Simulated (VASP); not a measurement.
# Y2Os (Fm-3m) in VASP: notebook

Runs on Y2Os. Level: PBE. Tasks: single point, relaxation of cell and atoms.

All numbers are computed with VASP 6.6.1; they aren't measurements. Logs are shortened: lines on timing, memory, paths and dates and some standing lists are left out, and cuts for length are marked.

### Step 1. The cell of the first run

The structure is cubic, space group Fm-3m (No. 225). Conventional cell: a = 6.779 Å, b = 6.779 Å, c = 6.779 Å, α = 90.00°, β = 90.00°, γ = 90.00°. Y (site symmetry -43m) has 4 Os at 2.94 Å and 6 Y at 3.39 Å within 3.9 Å. Os (site symmetry m-3m) has 8 Y at 2.94 Å within 3.9 Å.

### Step 2. Single point, PBE

The input, INCAR:

```
ALGO = Fast
EDIFF = 1E-7
ENCUT = 520
GGA = PE
ISIF = 2
ISMEAR = 0
LASPH = True
LCHARG = True
LELF = True
LREAL = False
LVHAR = True
LWAVE = False
NBANDS = 22
NELM = 100
PREC = Accurate
SIGMA = 0.1
```

The input, KPOINTS:

```
k-points
0
Gamma
  4 4 4
```

The input, POSCAR:

```
Y2Os
1.0
    0.0000000000      3.3896823000      3.3896823000
    3.3896823000      0.0000000000      3.3896823000
    3.3896823000      3.3896823000      0.0000000000
Y Os
2 1
Direct
    0.2500000000      0.2500000000      0.2500000000
    0.7500000000      0.7500000000      0.7500000000
    0.0000000000      0.0000000000      0.0000000000
```

Potentials or basis: VASP PAW PBE potentials, release 64 (Y_sv, Os).

Run with:

```bash
cat potpaw_PBE.64/Y_sv/POTCAR potpaw_PBE.64/Os/POTCAR > POTCAR
mpirun -np 1 vasp_std > vasp.out
```

OUTCAR:

```text
EDIFF = 1E-7
   ENCUT = 520
   GGA = PE
   ISIF = 2
   ISMEAR = 0
   LASPH = True
   LREAL = False
   NELM = 100
   PREC = Accurate

 ion  position               nearest neighbor table
   1  0.250  0.250  0.250-   3 2.94   3 2.94   3 2.94   3 2.94   2 3.39   2 3.39   2 3.39   2 3.39
                             2 3.39   2 3.39
   2  0.750  0.750  0.750-   3 2.94   3 2.94   3 2.94   3 2.94   1 3.39   1 3.39   1 3.39   1 3.39
                             1 3.39   1 3.39
   3  0.000  0.000  0.000-   2 2.94   2 2.94   2 2.94   1 2.94   1 2.94   1 2.94   2 2.94   1 2.94

  LATTYP: Found a face centered cubic cell.
 ALAT       =     6.7793646000

  Lattice vectors:

 A1 = (   0.0000000000,   3.3896823000,   3.3896823000)
 A2 = (   3.3896823000,   0.0000000000,   3.3896823000)
 A3 = (   3.3896823000,   3.3896823000,   0.0000000000)

Analysis of symmetry for initial positions (statically):
=====================================================================
 Subroutine PRICEL returns:
 Original cell was already a primitive cell.

 Routine SETGRP: Setting up the symmetry group for a
 face centered cubic supercell.

 Subroutine GETGRP returns: Found 48 space group operations
 (whereof 48 operations were pure point group operations)
 out of a pool of 48 trial point group operations.

The static configuration has the point symmetry O_h .

Analysis of symmetry for dynamics (positions and initial velocities):
=====================================================================
 Subroutine PRICEL returns:
 Original cell was already a primitive cell.

 Routine SETGRP: Setting up the symmetry group for a
 face centered cubic supercell.

 Subroutine GETGRP returns: Found 48 space group operations
 (whereof 48 operations were pure point group operations)
 out of a pool of 48 trial point group operations.

The dynamic configuration has the point symmetry O_h .

 Subroutine INISYM returns: Found 48 space group operations
 (whereof 48 operations are pure point group operations),
 and found     1 'primitive' translations

----------------------------------------------------------------------------------------

                                     Primitive cell

  volume of cell :      77.8945

  direct lattice vectors                    reciprocal lattice vectors
     0.000000000  3.389682300  3.389682300    -0.147506449  0.147506449  0.147506449
     3.389682300  0.000000000  3.389682300     0.147506449 -0.147506449  0.147506449
     3.389682300  3.389682300  0.000000000     0.147506449  0.147506449 -0.147506449

  length of vectors
     4.793734681  4.793734681  4.793734681     0.255488664  0.255488664  0.255488664

  position of ions in fractional coordinates (direct lattice)
     0.250000000  0.250000000  0.250000000
     0.750000000  0.750000000  0.750000000
     0.000000000  0.000000000  0.000000000

  ion indices of the primitive-cell ions
   primitive index   ion index
                 1           1
                 2           2
                 3           3

----------------------------------------------------------------------------------------

 KPOINTS: k-points

Automatic generation of k-mesh.
 Grid dimensions read from file:
 generate k-points for:    4    4    4

 Generating k-lattice:

  Cartesian coordinates                     Fractional coordinates (reciprocal lattice)
    -0.036876612  0.036876612  0.036876612     0.250000000  0.000000000  0.000000000
     0.036876612 -0.036876612  0.036876612     0.000000000  0.250000000  0.000000000
     0.036876612  0.036876612 -0.036876612     0.000000000  0.000000000  0.250000000

  Length of vectors
     0.063872166  0.063872166  0.063872166

  Shift w.r.t. Gamma in fractional coordinates (k-lattice)
     0.000000000  0.000000000  0.000000000

 Subroutine IBZKPT returns following result:
 ===========================================

 Found      8 irreducible k-points:

 Following reciprocal coordinates:
            Coordinates               Weight
  0.000000  0.000000  0.000000      1.000000
  0.250000  0.000000  0.000000      8.000000
  0.500000  0.000000  0.000000      4.000000
  0.250000  0.250000  0.000000      6.000000
  0.500000  0.250000  0.000000     24.000000
 -0.250000  0.250000  0.000000     12.000000
  0.500000  0.500000  0.000000      3.000000
 -0.250000  0.500000  0.250000      6.000000
   k-points           NKPTS =      8   k-points in BZ     NKDIM =      8   number of bands    NBANDS=     22
   number of dos      NEDOS =    301   number of ions     NIONS =      3
   total plane-waves  NPLWV =  46656
   dimension x,y,z NGX =    36 NGY =   36 NGZ =   36
   dimension x,y,z NGXF=    72 NGYF=   72 NGZF=   72
   ions per type =               2   1
   NGX,Y,Z   is equivalent  to a cutoff of  12.48, 12.48, 12.48 a.u.
   NGXF,Y,Z  is equivalent  to a cutoff of  24.97, 24.97, 24.97 a.u.
 SYSTEM =  unknown system
   PREC   = accura    normal or accurate (medium, high low for compatibility)
   ISTART =      0    job   : 0-new  1-cont  2-samecut
   ICHARG =      2    charge: 1-file 2-atom 10-const
   ISPIN  =      1    spin polarized calculation?
   LNONCOLLINEAR =      F non collinear calculations
   LSORBIT =      F    spin-orbit coupling
   LASPH  =      T    aspherical Exc in radial PAW
   ENCUT  =  520.0 eV  38.22 Ry    6.18 a.u.   8.91  8.91  8.91*2*pi/ulx,y,z
   NELM   =    100;   NELMIN=  2; NELMDL= -5     # of ELM steps
   EDIFF  = 0.1E-06   stopping-criterion for ELM
   LREAL  =      F    real-space projection
   EDIFFG = 0.1E-05   stopping-criterion for IOM
   NSW    =      0    number of steps for IOM
   IBRION =     -1    ionic relax: 0-MD 1-quasi-New 2-CG
   NFREE  =      0    steps in history (QN), initial steepest desc. (CG)
   ISIF   =      2    stress and relaxation
   ISYM   =      2    0-nonsym 1-usesym 2-fastsym
   POTIM  = 0.5000    time-step for ionic-motion
   TEBEG  =    0.0;   TEEND  =   0.0 temperature during run
   PSTRESS=    0.0 pullay stress
   NELECT =      30.0000    total number of electrons
   NUPDOWN=      -1.0000    fix difference up-down
   EMIN   =  10.00;   EMAX   =-10.00  energy-range for DOS
   EFERMI =   0.00;   METHOD = LEGACY
   ISMEAR =     0;   SIGMA  =   0.10  broadening in eV -4-tet -1-fermi 0-gaus
   EFERMI_NEDOS =   21; number of points for ismear=-14 and -15
   IALGO  =     68    algorithm
   IMIX   =      4    mixing-type and parameters
     AMIX     =   0.40;   BMIX     =  1.00
     AMIX_MAG =   1.60;   BMIX_MAG =  1.00
  volume/ion in A,a.u.               =      25.96       175.22
  Fermi-wavevector in a.u.,A,eV,Ry     =   1.191095  2.250842 19.302672  1.418706
  Thomas-Fermi vector in A             =   2.327164
   LORBIT       =      0    0 simple, 1 ext, 2 COOP (PROOUT), +10 PAW based schemes
   GGA     = PE    functional components
   LHFCALC =     F    Hartree Fock is set to
   AEXX    =    0.0000 exact exchange contribution
   IVDW    =     0    specifies the selected vdW correction
   LEPSILON=     F    determine dielectric tensor
   LRPA    =     F    only Hartree local field effects (RPA)
 non-spin polarized calculation
 RMM-DIIS sequential band-by-band and
 Gauss-broadening in eV      SIGMA  =   0.10
  energy-cutoff  :      520.00
  volume of cell :       77.89
 maximum number of plane-waves:      2120
   NGX = 17   NGY = 17   NGZ = 17

 number of electron      30.0000001 magnetization

 Free energy of the ion-electron system (eV)
  ---------------------------------------------------
  ext. energy  EPLUGINS =         0.00000000
  ---------------------------------------------------
  free energy    TOTEN  =       -24.58137341 eV

  energy without entropy =      -24.56659183  energy(sigma->0) =      -24.57398262

 E-fermi :   3.7833     XC(G=0): -10.2634

 val. band max:        3.6139706154   @ k =  -0.2500   0.2500   0.0000
 cond. band min:       3.8502599770   @ k =  -0.2500   0.5000   0.2500
 fundamental gap:      0.2362893616
 Fermi energy:         3.7832901362

 k-point     1 :       0.0000    0.0000    0.0000
  band No.  band energies     occupation
      1     -38.5368      2.00000
      2     -38.4052      2.00000
      3     -18.7226      2.00000
      4     -18.7226      2.00000
      5     -18.7226      2.00000
      6     -18.3111      2.00000
[... 14 lines left out ...]
     21       9.2758      0.00000
     22       9.2758      0.00000

 k-point     2 :       0.2500    0.0000    0.0000
  band No.  band energies     occupation
      1     -38.5165      2.00000
      2     -38.4241      2.00000
      3     -18.6668      2.00000
      4     -18.6656      2.00000
      5     -18.6656      2.00000
      6     -18.3980      2.00000
[... 14 lines left out ...]
     21       8.1167      0.00000
     22       8.1167      0.00000

 k-point     3 :       0.5000    0.0000    0.0000
  band No.  band energies     occupation
      1     -38.4706      2.00000
      2     -38.4686      2.00000
      3     -18.5596      2.00000
      4     -18.5348      2.00000
      5     -18.5324      2.00000
      6     -18.5324      2.00000
[... 14 lines left out ...]
     21       7.1295      0.00000
     22       7.1296      0.00000

 k-point     4 :       0.2500    0.2500    0.0000
  band No.  band energies     occupation
      1     -38.5132      2.00000
      2     -38.4268      2.00000
      3     -18.7437      2.00000
      4     -18.7437      2.00000
      5     -18.5966      2.00000
      6     -18.4776      2.00000
[... 14 lines left out ...]
     21       7.6182      0.00000
     22       7.6182      0.00000

 k-point     5 :       0.5000    0.2500    0.0000
  band No.  band energies     occupation
      1     -38.4841      2.00000
      2     -38.4543      2.00000
      3     -18.7647      2.00000
      4     -18.7077      2.00000
      5     -18.6951      2.00000
      6     -18.3497      2.00000
[... 14 lines left out ...]
     21       7.0355      0.00000
     22       7.6245      0.00000

 k-point     6 :      -0.2500    0.2500    0.0000
  band No.  band energies     occupation
      1     -38.4911      2.00000
      2     -38.4479      2.00000
      3     -18.7801      2.00000
      4     -18.5785      2.00000
      5     -18.5439      2.00000
      6     -18.5037      2.00000
[... 14 lines left out ...]
     21       6.9368      0.00000
     22       7.4139      0.00000

 k-point     7 :       0.5000    0.5000    0.0000
  band No.  band energies     occupation
      1     -38.4894      2.00000
      2     -38.4482      2.00000
      3     -18.8667      2.00000
      4     -18.7644      2.00000
      5     -18.7644      2.00000
      6     -18.2755      2.00000
[... 14 lines left out ...]
     21       6.7571      0.00000
     22       6.8132      0.00000

 k-point     8 :      -0.2500    0.5000    0.2500
  band No.  band energies     occupation
      1     -38.4689      2.00000
      2     -38.4689      2.00000
      3     -18.8301      2.00000
      4     -18.8017      2.00000
      5     -18.5257      2.00000
      6     -18.5257      2.00000
[... 14 lines left out ...]
     21       7.7253      0.00000
     22       7.9186      0.00000

------------------------ aborting loop because EDIFF is reached ----------------------------------------

  FORCE on cell =-STRESS in cart. coord.  units (eV):
  Direction    XX          YY          ZZ          XY          YZ          ZX
  --------------------------------------------------------------------------------------
  -------------------------------------------------------------------------------------
  Total        0.0279025      0.0279025      0.0279025      0.0000000      0.0000000      0.0000000
  in kB        0.5739142      0.5739142      0.5739142      0.0000000      0.0000000      0.0000000
  external PRESSURE =       0.5739142 kB  Pullay stress =       0.0000000 kB

 VOLUME and BASIS-vectors are now :
 -----------------------------------------------------------------------------
  energy-cutoff  :      520.00
  volume of cell :       77.89
      direct lattice vectors                 reciprocal lattice vectors
     0.000000000  3.389682300  3.389682300    -0.147506449  0.147506449  0.147506449
     3.389682300  0.000000000  3.389682300     0.147506449 -0.147506449  0.147506449
     3.389682300  3.389682300  0.000000000     0.147506449  0.147506449 -0.147506449

 POSITION                                       TOTAL-FORCE (eV/Angst)
 -----------------------------------------------------------------------------------
      1.69484      1.69484      1.69484        -0.000000     -0.000000     -0.000000
      5.08452      5.08452      5.08452         0.000000      0.000000      0.000000
      0.00000      0.00000      0.00000        -0.000000      0.000000      0.000000
 -----------------------------------------------------------------------------------
    total drift:                                0.000000      0.000000      0.000000

  FREE ENERGIE OF THE ION-ELECTRON SYSTEM (eV)
  ---------------------------------------------------
  free  energy   TOTEN  =       -24.5813734080 eV

  energy  without entropy=      -24.5665918283  energy(sigma->0) =      -24.57398262
```

Run time: 72 s. Hardware: 1 thread of Oxide Virtual Turin-like, shared host; peak memory 0.18 GiB.

What came out:

| Quantity | Value |
| --- | --- |
| Free energy | -24.5814 eV |
| Pressure | 0.1 GPa |
| Band gap on the k mesh | zero (band 15 reaches 3.85 eV, above the bottom of band 16 at 3.25 eV) |

Caveat: the k points lie up to 0.40 Å⁻¹ apart; spin-orbit coupling is left out, which moves the levels of the heavy elements.

### Step 3. Single point, PBE, collinear spin, ferromagnetic start

The input, INCAR:

```
SYSTEM = Y2Os
PREC = Accurate
ENCUT = 520
EDIFF = 1E-7
ISMEAR = 0
SIGMA = 0.1
LREAL = .FALSE.
LASPH = .TRUE.
NELM = 150
ALGO = Normal
ISIF = 2
LWAVE = .FALSE.
LCHARG = .FALSE.
ISPIN = 2
MAGMOM = 0 0 1
LORBIT = 11
LMAXMIX = 4
GGA = PE
NBANDS = 26
```

The input, KPOINTS:

```
regular mesh
0
G
  4 4 4
  0 0 0
```

POSCAR is that of step 2.

Potentials or basis: VASP PAW PBE potentials, release 64 (Y_sv, Os).

Run with:

```bash
cat potpaw_PBE.64/Y_sv/POTCAR potpaw_PBE.64/Os/POTCAR > POTCAR
mpirun -np 1 vasp_std > vasp.out
```

It took 1.9 min on 1 thread of Oxide Virtual Turin-like, shared host; peak memory 0.22 GiB.

The run converged. Its results:

| Item | Value |
| --- | --- |
| Free energy | -24.5814 eV |
| Pressure | 0.1 GPa |
| Band gap on the k mesh | zero (filled and empty bands overlap) |
| Net moment | 0.00 μB per cell |
| Valence electrons inside the program's atomic spheres | Y 9.70; Os 7.27 |

Levels at points of the mesh, in eV from the Fermi level:
Spin up:
```tsv
k point	band 12	band 13	band 14	band 15	band 16	band 17	band 18	band 19
(0.00, 0.00, 0.00)	-1.18	-1.18	-1.18	-0.53	-0.53	-0.53	2.75	2.75
(0.50, 0.00, 0.00)	-1.76	-1.71	-1.54	-1.54	0.79	0.79	2.48	2.62
(0.50, 0.50, 0.00)	-1.97	-1.52	-1.52	-0.88	0.48	2.30	2.30	2.35
```
Spin down:
```tsv
k point	band 13	band 14	band 15	band 16	band 17	band 18
(0.00, 0.00, 0.00)	-1.18	-1.18	-0.53	-0.53	-0.53	2.75
(0.50, 0.00, 0.00)	-1.71	-1.54	-1.54	0.79	0.79	2.48
(0.50, 0.50, 0.00)	-1.52	-1.52	-0.88	0.48	2.30	2.30
```

Caveat: the k points lie up to 0.40 Å⁻¹ apart; spin-orbit coupling is left out, which moves the levels of the heavy elements.

[end of part 1 of 2]
